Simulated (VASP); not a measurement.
# Al (Pm-3m) in VASP: further runs

Runs on Al. Level: PBE. Tasks: relaxation of cell and atoms.

All numbers are computed with VASP 6.6.1; they aren't measurements. Logs are shortened: lines on timing, memory, paths and dates and some standing lists are left out, and cuts for length are marked.

**1. The cell of the first run**

Symmetry: Pm-3m, No. 221, cubic system. Conventional cell: a = 2.032 Å, b = 2.032 Å, c = 2.032 Å, α = 90.00°, β = 90.00°, γ = 90.00°. Al (site symmetry m-3m) has 6 Al at 2.03 Å within 2.7 Å.

This isn't the form of Al at room conditions, which is fcc.

**2. Relaxation of cell and atoms, PBE, target pressure 230 GPa, at which the enthalpy is minimised**

Input file INCAR:

```
SYSTEM = Al
PREC = Accurate
ENCUT = 600
EDIFF = 1E-7
ISMEAR = -1
SIGMA = 0.08
LREAL = .False.
LASPH = .True.
NELM = 60
ALGO = Normal
ISIF = 3
LWAVE = .False.
LCHARG = .False.
GGA = PE
IBRION = 2
NSW = 60
EDIFFG = -0.005
PSTRESS = 2300.0
```

Input file KPOINTS:

```
regular mesh
0
Gamma
  18 18 18
  0 0 0
```

Input file POSCAR:

```
Al
1.0
    2.0316151738      0.0000000000      0.0000000000
    0.0000000000      2.0316151738      0.0000000000
    0.0000000000      0.0000000000      2.0316151738
Al
1
Direct
    0.0000000000      0.0000000000      0.0000000000
```

Potentials or basis: VASP PAW PBE potentials, release 64 (Al).

Run with:

```console
cat potpaw_PBE.64/Al/POTCAR > POTCAR
mpirun -np 1 vasp_std > vasp.out
```

OUTCAR:

```text
SYSTEM = Al
   PREC = Accurate
   ENCUT = 600
   EDIFF = 1E-7
   ISMEAR = -1
   LREAL = .False.
   LASPH = .True.
   NELM = 60
   ISIF = 3
   GGA = PE
   IBRION = 2
   NSW = 60
   EDIFFG = -0.005
   PSTRESS = 2300.0

 ion  position               nearest neighbor table
   1  0.000  0.000  0.000-

  LATTYP: Found a simple cubic cell.
 ALAT       =     2.0316151738

  Lattice vectors:

 A1 = (   2.0316151738,   0.0000000000,   0.0000000000)
 A2 = (   0.0000000000,   2.0316151738,   0.0000000000)
 A3 = (   0.0000000000,   0.0000000000,   2.0316151738)

Analysis of symmetry for initial positions (statically):
=====================================================================
 Subroutine PRICEL returns:
 Original cell was already a primitive cell.

 Routine SETGRP: Setting up the symmetry group for a
 simple cubic supercell.

 Subroutine GETGRP returns: Found 48 space group operations
 (whereof 48 operations were pure point group operations)
 out of a pool of 48 trial point group operations.

The static configuration has the point symmetry O_h .

Analysis of symmetry for dynamics (positions and initial velocities):
=====================================================================
 Subroutine PRICEL returns:
 Original cell was already a primitive cell.

 Routine SETGRP: Setting up the symmetry group for a
 simple cubic supercell.

 Subroutine GETGRP returns: Found 48 space group operations
 (whereof 48 operations were pure point group operations)
 out of a pool of 48 trial point group operations.

The dynamic configuration has the point symmetry O_h .

 Subroutine INISYM returns: Found 48 space group operations
 (whereof 48 operations are pure point group operations),
 and found     1 'primitive' translations

----------------------------------------------------------------------------------------

                                     Primitive cell

  volume of cell :       8.3854

  direct lattice vectors                    reciprocal lattice vectors
     2.031615174  0.000000000  0.000000000     0.492219202  0.000000000  0.000000000
     0.000000000  2.031615174  0.000000000     0.000000000  0.492219202  0.000000000
     0.000000000  0.000000000  2.031615174     0.000000000  0.000000000  0.492219202

  length of vectors
     2.031615174  2.031615174  2.031615174     0.492219202  0.492219202  0.492219202

  position of ions in fractional coordinates (direct lattice)
     0.000000000  0.000000000  0.000000000

  ion indices of the primitive-cell ions
   primitive index   ion index
                 1           1

----------------------------------------------------------------------------------------

 KPOINTS: regular mesh

Automatic generation of k-mesh.
 Grid dimensions read from file:
 generate k-points for:   18   18   18

 Generating k-lattice:

  Cartesian coordinates                     Fractional coordinates (reciprocal lattice)
     0.027345511  0.000000000  0.000000000     0.055555556  0.000000000  0.000000000
     0.000000000  0.027345511  0.000000000     0.000000000  0.055555556  0.000000000
     0.000000000  0.000000000  0.027345511     0.000000000  0.000000000  0.055555556

  Length of vectors
     0.027345511  0.027345511  0.027345511

  Shift w.r.t. Gamma in fractional coordinates (k-lattice)
     0.000000000  0.000000000  0.000000000

 Subroutine IBZKPT returns following result:
 ===========================================

 Found    220 irreducible k-points:

 Following reciprocal coordinates:
            Coordinates               Weight
  0.000000  0.000000  0.000000      1.000000
  0.055556  0.000000  0.000000      6.000000
  0.111111  0.000000  0.000000      6.000000
  0.166667  0.000000  0.000000      6.000000
  0.222222  0.000000  0.000000      6.000000
  0.277778  0.000000  0.000000      6.000000
[... 16 lines left out ...]
  0.277778  0.111111  0.000000     24.000000
  0.333333  0.111111  0.000000     24.000000
 [... further k-points ...]
   k-points           NKPTS =    220   k-points in BZ     NKDIM =    220   number of bands    NBANDS=      5
   number of dos      NEDOS =    301   number of ions     NIONS =      1
   total plane-waves  NPLWV =   4096
   dimension x,y,z NGX =    16 NGY =   16 NGZ =   16
   dimension x,y,z NGXF=    32 NGYF=   32 NGZF=   32
   ions per type =               1
   NGX,Y,Z   is equivalent  to a cutoff of  13.09, 13.09, 13.09 a.u.
   NGXF,Y,Z  is equivalent  to a cutoff of  26.19, 26.19, 26.19 a.u.
 SYSTEM =  Al
   PREC   = accura    normal or accurate (medium, high low for compatibility)
   ISTART =      0    job   : 0-new  1-cont  2-samecut
   ICHARG =      2    charge: 1-file 2-atom 10-const
   ISPIN  =      1    spin polarized calculation?
   LNONCOLLINEAR =      F non collinear calculations
   LSORBIT =      F    spin-orbit coupling
   LASPH  =      T    aspherical Exc in radial PAW
   ENCUT  =  600.0 eV  44.10 Ry    6.64 a.u.   4.06  4.06  4.06*2*pi/ulx,y,z
   NELM   =     60;   NELMIN=  2; NELMDL= -5     # of ELM steps
   EDIFF  = 0.1E-06   stopping-criterion for ELM
   LREAL  =      F    real-space projection
   EDIFFG = -.5E-02   stopping-criterion for IOM
   NSW    =     60    number of steps for IOM
   IBRION =      2    ionic relax: 0-MD 1-quasi-New 2-CG
   NFREE  =      1    steps in history (QN), initial steepest desc. (CG)
   ISIF   =      3    stress and relaxation
   ISYM   =      2    0-nonsym 1-usesym 2-fastsym
   POTIM  = 0.5000    time-step for ionic-motion
   TEBEG  =    0.0;   TEEND  =   0.0 temperature during run
   PSTRESS= 2300.0 pullay stress
   NELECT =       3.0000    total number of electrons
   NUPDOWN=      -1.0000    fix difference up-down
   EMIN   =  10.00;   EMAX   =-10.00  energy-range for DOS
   EFERMI =   0.00;   METHOD = LEGACY
   ISMEAR =    -1;   SIGMA  =   0.08  broadening in eV -4-tet -1-fermi 0-gaus
   EFERMI_NEDOS =   21; number of points for ismear=-14 and -15
   IALGO  =     38    algorithm
   IMIX   =      4    mixing-type and parameters
     AMIX     =   0.40;   BMIX     =  1.00
     AMIX_MAG =   1.60;   BMIX_MAG =  1.00
  volume/ion in A,a.u.               =       8.39        56.59
  Fermi-wavevector in a.u.,A,eV,Ry     =   1.162181  2.196204 18.376911  1.350665
  Thomas-Fermi vector in A             =   2.298745
   LORBIT       =      0    0 simple, 1 ext, 2 COOP (PROOUT), +10 PAW based schemes
   GGA     = PE    functional components
   LHFCALC =     F    Hartree Fock is set to
   AEXX    =    0.0000 exact exchange contribution
   IVDW    =     0    specifies the selected vdW correction
   LEPSILON=     F    determine dielectric tensor
   LRPA    =     F    only Hartree local field effects (RPA)
 conjugate gradient relaxation of ions
 non-spin polarized calculation
  energy-cutoff  :      600.00
  volume of cell :        8.39
 maximum number of plane-waves:       292
   NGX =  9   NGY =  9   NGZ =  9

--------------------------------------- Ionic step        1  -------------------------------------------

 number of electron       3.0000000 magnetization

 Free energy of the ion-electron system (eV)
  ---------------------------------------------------
  ext. energy  EPLUGINS =         0.00000000
  ---------------------------------------------------
  free energy    TOTEN  =         1.68823190 eV

  energy without entropy =        1.69534509  energy(sigma->0) =        1.69178850

------------------------ aborting loop because EDIFF is reached ----------------------------------------

  FORCE on cell =-STRESS in cart. coord.  units (eV):
  Direction    XX          YY          ZZ          XY          YZ          ZX
  --------------------------------------------------------------------------------------
  -------------------------------------------------------------------------------------
  Total       14.6092799     14.6092799     14.6092799     -0.0000000     -0.0000000     -0.0000000
  in kB     2791.3548371   2791.3548371   2791.3548371     -0.0000000     -0.0000000     -0.0000000
  external PRESSURE =     491.3548371 kB  Pullay stress =    2300.0000000 kB
[... 90 lines left out ...]
  FREE ENERGIE OF THE ION-ELECTRON SYSTEM (eV)
  ---------------------------------------------------
  free  energy   TOTEN  =         0.6766686150 eV

  energy  without entropy=        0.6847434133  energy(sigma->0) =        0.68070601

  enthalpy is  TOTEN    =        13.6451574776 eV   P V=       12.9684888626

[... ionic steps 4 to 13 ...]

--------------------------------------- Ionic step       14  -------------------------------------------

 number of electron       3.0000000 magnetization

------------------------ aborting loop because EDIFF is reached ----------------------------------------

  FORCE on cell =-STRESS in cart. coord.  units (eV):
  Direction    XX          YY          ZZ          XY          YZ          ZX
  --------------------------------------------------------------------------------------
  -------------------------------------------------------------------------------------
  Total       12.8494281     12.8494281     12.8494281      0.0000000      0.0000000     -0.0000000
  in kB     2301.7600898   2301.7600898   2301.7600898      0.0000000      0.0000000     -0.0000000
  external PRESSURE =       1.7600898 kB  Pullay stress =    2300.0000000 kB
[... 59 lines left out ...]
  enthalpy is  TOTEN    =        13.6433047533 eV   P V=       12.8456188501

--------------------------------------- Ionic step       16  -------------------------------------------

 number of electron       3.0000000 magnetization

 Free energy of the ion-electron system (eV)
  ---------------------------------------------------
  ext. energy  EPLUGINS =         0.00000000
  ---------------------------------------------------
  free energy    TOTEN  =         0.80046038 eV

  energy without entropy =        0.80844324  energy(sigma->0) =        0.80445181

 E-fermi :  15.8873     XC(G=0): -12.6419

 val. band max:       15.8804171565   @ k =   0.5000   0.3889   0.2778
 cond. band min:      15.9149418038   @ k =   0.4444   0.3333   0.2778
 fundamental gap:      0.0345246473
 Fermi energy:        15.8872776445

 k-point     1 :       0.0000    0.0000    0.0000
  band No.  band energies     occupation
      1       0.2260      2.00000
      2      25.7435      0.00000
      3      25.7435      0.00000
      4      32.9145      0.00000
      5      32.9145      0.00000

 k-point     2 :       0.0556    0.0000    0.0000
  band No.  band energies     occupation
      1       0.3317      2.00000
      2      24.9785      0.00000
      3      25.8354      0.00000
      4      32.9750      0.00000
      5      32.9750      0.00000
[... 169 lines left out ...]
 k-point    24 :       0.3333    0.1111    0.0000
  band No.  band energies     occupation
      1       4.3349      2.00000
      2      14.7123      2.00000
      3      26.7223      0.00000
      4      33.5699      0.00000
      5      35.2798      0.00000

 [... further k-points ...]

------------------------ aborting loop because EDIFF is reached ----------------------------------------

  FORCE on cell =-STRESS in cart. coord.  units (eV):
  Direction    XX          YY          ZZ          XY          YZ          ZX
  --------------------------------------------------------------------------------------
  -------------------------------------------------------------------------------------
  Total       12.8427225     12.8427225     12.8427225      0.0000000      0.0000000     -0.0000000
  in kB     2299.9783522   2299.9783522   2299.9783522      0.0000000      0.0000000     -0.0000000
  external PRESSURE =      -0.0216478 kB  Pullay stress =    2300.0000000 kB
[... 16 lines left out ...]
  FREE ENERGIE OF THE ION-ELECTRON SYSTEM (eV)
  ---------------------------------------------------
  free  energy   TOTEN  =         0.8004603804 eV

  energy  without entropy=        0.8084432397  energy(sigma->0) =        0.80445181

  enthalpy is  TOTEN    =        13.6433037331 eV   P V=       12.8428433526

 reached required accuracy - stopping structural energy minimisation
```

Run time: 36 s. Hardware: 1 thread of Intel Xeon 8259CL, shared host; peak memory 0.12 GiB.

Results:

| Quantity | Value |
| --- | --- |
| Free energy | 0.8005 eV |
| Relaxed volume | 8.95 Å³/atom |
| Relaxed cell | a = 2.076 Å, b = 2.076 Å, c = 2.076 Å, α = 90.00°, β = 90.00°, γ = 90.00° |
| Space group after relaxing (to 0.1 Å) | Pm-3m (No. 221) |
| Energy change on relaxing (the run minimises the enthalpy) | -887.8 meV/atom |
| Ionic steps | 16 |
| Pressure after relaxing | 230.0 GPa |
| Band gap on the k mesh | zero (an odd number of electrons rules out a gap without spin polarisation) |

The path:
| step | energy change (eV) | largest force (eV/Å) | pressure (GPa) | volume (Å³) |
| --- | --- | --- | --- | --- |
| 1 | 0.0000 | 0.0000 | 279.14 | 8.39 |
| 2 | -3.6063 | 0.0000 | 87.89 | 11.91 |
| 3 | -1.0116 | 0.0000 | 223.29 | 9.03 |
| 4 | -0.8914 | 0.0000 | 229.80 | 8.95 |
| 5 | -0.8749 | 0.0000 | 230.70 | 8.94 |
| 6 | -0.8758 | 0.0000 | 230.65 | 8.94 |
| 7 | -0.8786 | 0.0000 | 230.50 | 8.94 |
| 8 | -0.8786 | 0.0000 | 230.50 | 8.94 |
| 9 | -0.8787 | 0.0000 | 230.49 | 8.94 |
| 10 | -0.8789 | 0.0000 | 230.48 | 8.94 |
| 11 | -0.8793 | 0.0000 | 230.46 | 8.94 |
| 12 | -0.8800 | 0.0000 | 230.42 | 8.94 |
| 13 | -0.8815 | 0.0000 | 230.34 | 8.94 |
| 14 | -0.8845 | 0.0000 | 230.18 | 8.94 |
| 15 | -0.8905 | 0.0000 | 229.85 | 8.95 |
| 16 | -0.8878 | 0.0000 | 230.00 | 8.95 |

Final structure:
```
Al
1.0
     2.07594    0.00000    0.00000
     0.00000    2.07594    0.00000
     0.00000    0.00000    2.07594
Al
1
Direct
  0.00000 0.00000 0.00000
```

Caveat: the cell is relaxed towards a set pressure, so the run minimises the enthalpy, not the energy.

(Part 1 of 2 ends here.)
